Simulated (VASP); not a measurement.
# BaTiO3 (P4mm) in VASP: single point with r2SCAN+U

Aim: the single point of BaTiO3 with r2SCAN+U.

Program: VASP 6.6.1. These are calculated values, not measurements. Logs are shortened: lines on timing, memory, paths and dates and some standing lists are left out, and cuts for length are marked.

## Step 1: The cell of the first run

Symmetry: P4mm, No. 99, tetragonal system. Conventional cell: a = 3.990 Å, b = 3.990 Å, c = 4.103 Å, α = 90.00°, β = 90.00°, γ = 90.00°. Ba (site symmetry 4mm) has 12 O at 2.81 to 2.92 Å and 8 Ti at 3.45 to 3.53 Å within 3.7 Å. Within 2.4 Å of Ti (site symmetry 4mm) lie 6 O at 1.84 to 2.26 Å. O (site symmetry 2mm) has 2 Ti at 2.00 Å within 2.7 Å. Within 2.4 Å of O (site symmetry 4mm) lie 2 Ti at 1.84 to 2.26 Å.

## Step 2: Single point, r2SCAN+U, collinear spin, ferromagnetic start

File POSCAR:

```
BaTiO3
1.0
    3.9903792100      0.0000000000      0.0000000000
    0.0000000000      3.9903792100      0.0000000000
    0.0000000000      0.0000000000      4.1026553900
Ba Ti O
1 1 3
Direct
    0.5000000000      0.5000000000      0.5825414600
    0.0000000000      0.0000000000      0.1000427000
    0.0000000000      0.5000000000      0.0642205400
    0.5000000000      0.0000000000      0.0642205400
    0.0000000000      0.0000000000      0.5489717500
```

File INCAR.step1:

```
SYSTEM = BaTiO3
PREC = Accurate
ENCUT = 520
ISMEAR = 0
SIGMA = 0.1
LREAL = .False.
LASPH = .True.
NELM = 150
ISPIN = 2
MAGMOM = 0 1 0 0 0
LMAXMIX = 4
LDAU = .True.
LDAUTYPE = 2
LDAUL = -1 2 -1
LDAUU = 0 4 0
LDAUJ = 0 0 0
NBANDS = 32
GGA = PE
ALGO = Normal
EDIFF = 1E-4
LWAVE = .True.
LCHARG = .False.
```

File INCAR.step2:

```
SYSTEM = BaTiO3
PREC = Accurate
ENCUT = 520
EDIFF = 1E-6
ISMEAR = 0
SIGMA = 0.1
LREAL = .False.
LASPH = .True.
NELM = 150
ALGO = Normal
ISIF = 2
LWAVE = .False.
LCHARG = .False.
ISPIN = 2
MAGMOM = 0 1 0 0 0
LORBIT = 11
LMAXMIX = 4
LDAU = .True.
LDAUTYPE = 2
LDAUL = -1 2 -1
LDAUU = 0 4 0
LDAUJ = 0 0 0
LDAUPRINT = 1
METAGGA = R2SCAN
LMIXTAU = .True.
NBANDS = 32
ISTART = 1
```

File KPOINTS:

```
Automatic mesh
0
Gamma
  4 4 4
  0 0 0
```

Potentials or basis: VASP PAW PBE potentials, release 64 (Ba_sv, Ti_sv, O).

Started as:

```console
cat potpaw_PBE.64/Ba_sv/POTCAR potpaw_PBE.64/Ti_sv/POTCAR potpaw_PBE.64/O/POTCAR > POTCAR
cp INCAR.step1 INCAR
mpirun -np 1 vasp_std > vasp.out
cp INCAR.step2 INCAR
mpirun -np 1 vasp_std > vasp.out
```

OUTCAR:

```text
SYSTEM = BaTiO3
   PREC = Accurate
   ENCUT = 520
   EDIFF = 1E-6
   ISMEAR = 0
   LREAL = .False.
   LASPH = .True.
   NELM = 150
   ISIF = 2
   ISPIN = 2
   LORBIT = 11
   METAGGA = R2SCAN
   ISTART = 1

 ion  position               nearest neighbor table
   1  0.500  0.500  0.583-   3 2.81   4 2.81   4 2.81   3 2.81   5 2.82   5 2.82   5 2.82   5 2.82
                             3 2.92   4 2.92   3 2.92   4 2.92   2 3.45   2 3.45   2 3.45   2 3.45
   2  0.000  0.000  0.100-   5 1.84   4 2.00   3 2.00   3 2.00   4 2.00   5 2.26   1 3.45   1 3.45
                             1 3.45   1 3.45   1 3.53   1 3.53   1 3.53   1 3.53
   3  0.000  0.500  0.064-   2 2.00   2 2.00   1 2.81   1 2.81   1 2.92   1 2.92
   4  0.500  0.000  0.064-   2 2.00   2 2.00   1 2.81   1 2.81   1 2.92   1 2.92
   5  0.000  0.000  0.549-   2 1.84   2 2.26   1 2.82   1 2.82   1 2.82   1 2.82

  LATTYP: Found a simple tetragonal cell.
 ALAT       =     3.9903792100
 C/A-ratio  =     1.0281367194

  Lattice vectors:

 A1 = (   3.9903792100,   0.0000000000,   0.0000000000)
 A2 = (   0.0000000000,   3.9903792100,   0.0000000000)
 A3 = (   0.0000000000,   0.0000000000,   4.1026553900)

Analysis of symmetry for initial positions (statically):
=====================================================================
 Subroutine PRICEL returns:
 Original cell was already a primitive cell.

 Routine SETGRP: Setting up the symmetry group for a
 simple tetragonal supercell.

 Subroutine GETGRP returns: Found  8 space group operations
 (whereof  8 operations were pure point group operations)
 out of a pool of 16 trial point group operations.

The static configuration has the point symmetry C_4v.

Analysis of symmetry for dynamics (positions and initial velocities):
=====================================================================
 Subroutine PRICEL returns:
 Original cell was already a primitive cell.

 Routine SETGRP: Setting up the symmetry group for a
 simple tetragonal supercell.

 Subroutine GETGRP returns: Found  8 space group operations
 (whereof  8 operations were pure point group operations)
 out of a pool of 16 trial point group operations.

The dynamic configuration has the point symmetry C_4v.

Analysis of structural, dynamic, and magnetic symmetry:
=====================================================================
 Subroutine PRICEL returns:
 Original cell was already a primitive cell.

 Routine SETGRP: Setting up the symmetry group for a
 simple tetragonal supercell.

 Subroutine GETGRP returns: Found  8 space group operations
 (whereof  8 operations were pure point group operations)
 out of a pool of 16 trial point group operations.

The overall configuration has the point symmetry C_4v.

 Subroutine INISYM returns: Found  8 space group operations
 (whereof  8 operations are pure point group operations),
 and found     1 'primitive' translations

----------------------------------------------------------------------------------------

                                     Primitive cell

  volume of cell :      65.3271

  direct lattice vectors                    reciprocal lattice vectors
     3.990379210  0.000000000  0.000000000     0.250602749  0.000000000  0.000000000
     0.000000000  3.990379210  0.000000000     0.000000000  0.250602749  0.000000000
     0.000000000  0.000000000  4.102655390     0.000000000  0.000000000  0.243744576

  length of vectors
     3.990379210  3.990379210  4.102655390     0.250602749  0.250602749  0.243744576

  position of ions in fractional coordinates (direct lattice)
     0.500000000  0.500000000  0.582541460
     0.000000000  0.000000000  0.100042700
     0.000000000  0.500000000  0.064220540
     0.500000000  0.000000000  0.064220540
     0.000000000  0.000000000  0.548971750

  ion indices of the primitive-cell ions
   primitive index   ion index
                 1           1
                 2           2
                 3           3
                 4           4
                 5           5

----------------------------------------------------------------------------------------

 KPOINTS: Automatic mesh

Automatic generation of k-mesh.
 Grid dimensions read from file:
 generate k-points for:    4    4    4

 Generating k-lattice:

  Cartesian coordinates                     Fractional coordinates (reciprocal lattice)
[... 52 lines left out ...]
   NELM   =    150;   NELMIN=  2; NELMDL=  0     # of ELM steps
   EDIFF  = 0.1E-05   stopping-criterion for ELM
   LREAL  =      F    real-space projection
   EDIFFG = 0.1E-04   stopping-criterion for IOM
   NSW    =      0    number of steps for IOM
   IBRION =     -1    ionic relax: 0-MD 1-quasi-New 2-CG
   NFREE  =      0    steps in history (QN), initial steepest desc. (CG)
   ISIF   =      2    stress and relaxation
   ISYM   =      2    0-nonsym 1-usesym 2-fastsym
   POTIM  = 0.5000    time-step for ionic-motion
   TEBEG  =    0.0;   TEEND  =   0.0 temperature during run
   PSTRESS=    0.0 pullay stress
   NELECT =      40.0000    total number of electrons
   NUPDOWN=      -1.0000    fix difference up-down
   EMIN   =  10.00;   EMAX   =-10.00  energy-range for DOS
   EFERMI =   0.00;   METHOD = LEGACY
   ISMEAR =     0;   SIGMA  =   0.10  broadening in eV -4-tet -1-fermi 0-gaus
   EFERMI_NEDOS =   21; number of points for ismear=-14 and -15
   IALGO  =     38    algorithm
   IMIX   =      4    mixing-type and parameters
     AMIX     =   0.40;   BMIX     =  1.00
     AMIX_MAG =   1.60;   BMIX_MAG =  1.00
  volume/ion in A,a.u.               =      13.07        88.17
  Fermi-wavevector in a.u.,A,eV,Ry     =   1.390157  2.627015 26.293737  1.932535
  Thomas-Fermi vector in A             =   2.514119
   LORBIT       =     11    0 simple, 1 ext, 2 COOP (PROOUT), +10 PAW based schemes
 LDA+U is selected, type is set to LDAUTYPE =  2
   angular momentum for each species LDAUL =    -1    2   -1
   U (eV)           for each species LDAUU =   0.0  4.0  0.0
   J (eV)           for each species LDAUJ =   0.0  0.0  0.0
   METAGGA = R2SCAN    functional components
   LHFCALC =     F    Hartree Fock is set to
   AEXX    =    0.0000 exact exchange contribution
   IVDW    =     0    specifies the selected vdW correction
   LEPSILON=     F    determine dielectric tensor
   LRPA    =     F    only Hartree local field effects (RPA)
 spin polarized calculation
 Gauss-broadening in eV      SIGMA  =   0.10
  energy-cutoff  :      520.00
  volume of cell :       65.33
 maximum number of plane-waves:      1787
 NGX is ok and might be reduce to    30
   NGX = 15   NGY = 15   NGZ = 15

 number of electron      39.9999982 magnetization      -0.0000000

atom =   2  type =  2  l = 2

 onsite density matrix

spin component  1

  0.0928 -0.0000  0.0000 -0.0000  0.0000
 -0.0000  0.1053 -0.0000  0.0000  0.0000
  0.0000 -0.0000  0.2459  0.0000  0.0000
 -0.0000  0.0000  0.0000  0.1053 -0.0000
  0.0000  0.0000  0.0000 -0.0000  0.2300

spin component  2

  0.0928 -0.0000  0.0000 -0.0000 -0.0000
 -0.0000  0.1053 -0.0000  0.0000  0.0000
  0.0000 -0.0000  0.2459  0.0000  0.0000
 -0.0000  0.0000  0.0000  0.1053  0.0000
 -0.0000  0.0000  0.0000  0.0000  0.2300

 occupancies and eigenvectors

  o =  0.0928  v =  0.0000  0.0000  0.0000  0.0000  0.0000  1.0000  0.0000  0.0000  0.0000  0.0000      0.0000  0.0000  0.0000  0.0000  0.0000  0.0000  0.0000  0.0000  0.0000  0.0000
  o =  0.0928  v =  1.0000  0.0000  0.0000  0.0000  0.0000  0.0000  0.0000  0.0000  0.0000  0.0000      0.0000  0.0000  0.0000  0.0000  0.0000  0.0000  0.0000  0.0000  0.0000  0.0000
  o =  0.1053  v =  0.0000  0.0000  0.0000  0.0000  0.0000  0.0000 -0.1003  0.0000  0.9950 -0.0000      0.0000  0.0000  0.0000  0.0000  0.0000  0.0000  0.0000  0.0000  0.0000  0.0000
  o =  0.1053  v =  0.0000  0.0000  0.0000  0.0000  0.0000  0.0000  0.9950 -0.0000  0.1003  0.0000      0.0000  0.0000  0.0000  0.0000  0.0000  0.0000  0.0000  0.0000  0.0000  0.0000
  o =  0.1053  v =  0.0000 -0.9906 -0.0000 -0.1369 -0.0000  0.0000  0.0000  0.0000  0.0000  0.0000      0.0000  0.0000  0.0000  0.0000  0.0000  0.0000  0.0000  0.0000  0.0000  0.0000
  o =  0.1053  v =  0.0000  0.1369  0.0000 -0.9906  0.0000  0.0000  0.0000  0.0000  0.0000  0.0000      0.0000  0.0000  0.0000  0.0000  0.0000  0.0000  0.0000  0.0000  0.0000  0.0000
  o =  0.2300  v =  0.0000  0.0000  0.0000  0.0000  0.0000  0.0000  0.0000 -0.0000  0.0000 -1.0000      0.0000  0.0000  0.0000  0.0000  0.0000  0.0000  0.0000  0.0000  0.0000  0.0000
  o =  0.2300  v =  0.0000  0.0000 -0.0000 -0.0000 -1.0000  0.0000  0.0000  0.0000  0.0000  0.0000      0.0000  0.0000  0.0000  0.0000  0.0000  0.0000  0.0000  0.0000  0.0000  0.0000
  o =  0.2459  v =  0.0000  0.0000  0.0000  0.0000  0.0000  0.0000  0.0000  1.0000 -0.0000 -0.0000      0.0000  0.0000  0.0000  0.0000  0.0000  0.0000  0.0000  0.0000  0.0000  0.0000
  o =  0.2459  v =  0.0000  0.0000 -1.0000 -0.0000  0.0000  0.0000  0.0000  0.0000  0.0000  0.0000      0.0000  0.0000  0.0000  0.0000  0.0000  0.0000  0.0000  0.0000  0.0000  0.0000

 number of electron      39.9999982 magnetization       0.0000000

 Free energy of the ion-electron system (eV)
  ---------------------------------------------------
  ext. energy  EPLUGINS =         0.00000000
  ---------------------------------------------------
  free energy    TOTEN  =       -71.60956096 eV

  energy without entropy =      -71.60956096  energy(sigma->0) =      -71.60956096

 E-fermi :   4.3003     XC(G=0): -11.8047

 val. band max:        3.6472162877   @ k =   0.5000   0.5000   0.5000
 cond. band min:       6.3691409671   @ k =   0.0000   0.0000   0.0000
 fundamental gap:      2.7219246793
 Fermi energy:         4.3002680202

 spin component 1

 k-point     1 :       0.0000    0.0000    0.0000
  band No.  band energies     occupation
      1     -56.2671      1.00000
      2     -31.4489      1.00000
      3     -31.3664      1.00000
      4     -31.3664      1.00000
      5     -22.0402      1.00000
      6     -14.3525      1.00000
[... 619 lines left out ...]
     31      17.0001      0.00000
     32      19.3357      0.00000
 Fermi energy:         4.3002680202

 spin component 2

 k-point     1 :       0.0000    0.0000    0.0000
  band No.  band energies     occupation
      1     -56.2671      1.00000
      2     -31.4489      1.00000
      3     -31.3664      1.00000
      4     -31.3664      1.00000
      5     -22.0402      1.00000
      6     -14.3525      1.00000
[... 619 lines left out ...]
     31      17.0001      0.00000
     32      19.3358      0.00000

------------------------ aborting loop because EDIFF is reached ----------------------------------------

  FORCE on cell =-STRESS in cart. coord.  units (eV):
  Direction    XX          YY          ZZ          XY          YZ          ZX
  --------------------------------------------------------------------------------------
  -------------------------------------------------------------------------------------
  Total        1.2949284      1.2949284      1.6367892      0.0000000      0.0000000      0.0000000
  in kB       31.7587179     31.7587179     40.1430125      0.0000000      0.0000000      0.0000000
  external PRESSURE =      34.5534827 kB  Pullay stress =       0.0000000 kB

 VOLUME and BASIS-vectors are now :
 -----------------------------------------------------------------------------
  energy-cutoff  :      520.00
  volume of cell :       65.33
      direct lattice vectors                 reciprocal lattice vectors
     3.990379210  0.000000000  0.000000000     0.250602749  0.000000000  0.000000000
     0.000000000  3.990379210  0.000000000     0.000000000  0.250602749  0.000000000
     0.000000000  0.000000000  4.102655390     0.000000000  0.000000000  0.243744576

 POSITION                                       TOTAL-FORCE (eV/Angst)
 -----------------------------------------------------------------------------------
      1.99519      1.99519      2.38997         0.000000     -0.000000      0.015216
      0.00000      0.00000      0.41044        -0.000000     -0.000000     -0.815003
      0.00000      1.99519      0.26347         0.000000      0.000000     -0.000582
      1.99519      0.00000      0.26347         0.000000      0.000000     -0.000582
      0.00000      0.00000      2.25224         0.000000      0.000000      0.800952
 -----------------------------------------------------------------------------------
    total drift:                                0.000000      0.000000      0.013474

  FREE ENERGIE OF THE ION-ELECTRON SYSTEM (eV)
  ---------------------------------------------------
  free  energy   TOTEN  =       -71.6095609587 eV

  energy  without entropy=      -71.6095609587  energy(sigma->0) =      -71.60956096

 total charge

# of ion       s       p       d       tot
------------------------------------------
    1        2.018   5.667   0.299   7.983
    2        2.221   6.282   1.532  10.036
    3        1.565   3.516   0.000   5.081
    4        1.565   3.516   0.000   5.081
    5        1.570   3.512   0.000   5.083
--------------------------------------------------
tot          8.939  22.493   1.831  33.263

 magnetization (x)

# of ion       s       p       d       tot
------------------------------------------
    1        0.000   0.000   0.000   0.000
    2        0.000   0.000   0.000   0.000
    3        0.000  -0.000   0.000  -0.000
    4        0.000  -0.000   0.000  -0.000
    5       -0.000  -0.000   0.000  -0.000
--------------------------------------------------
tot          0.000  -0.000   0.000  -0.000
```

Run time: 2.6 min. Hardware: 1 thread of Intel Xeon 6975P-C (Granite Rapids), shared host; peak memory 0.24 GiB.

Results:

```
Free energy                                           : -71.6096 eV
Pressure                                              : 3.5 GPa
Largest force                                         : 0.815 eV/Å
Band gap on the k mesh                                : 2.72 eV, indirect (least direct gap 3.19 eV)
Net moment                                            : 0.00 μB per cell
Valence electrons inside the program's atomic spheres : Ba 7.98; Ti 10.04; O 5.08
```

Forces on the atoms (eV/Å):
```
Ba   0.000  0.000  0.015
Ti   0.000  0.000 -0.815
O    0.000  0.000 -0.001
O    0.000  0.000 -0.001
O    0.000  0.000  0.801
```

Stress tensor (GPa, compression positive):
```
3.18 0.00 0.00
0.00 3.18 0.00
0.00 0.00 4.01
```

Eigenvalues of the final occupation matrices:
| site | spin | trace | eigenvalues |
| --- | --- | --- | --- |
| site 2 d | 1 | 0.78 | 0.09 0.11 0.11 0.23 0.25 |
| site 2 d | 2 | 0.78 | 0.09 0.11 0.11 0.23 0.25 |

Caveat: the PAW data sets were made with another functional, which shifts forces and pressure a little; spin-orbit coupling is left out, which moves the levels of the heavy elements. A k mesh can miss the band edges.
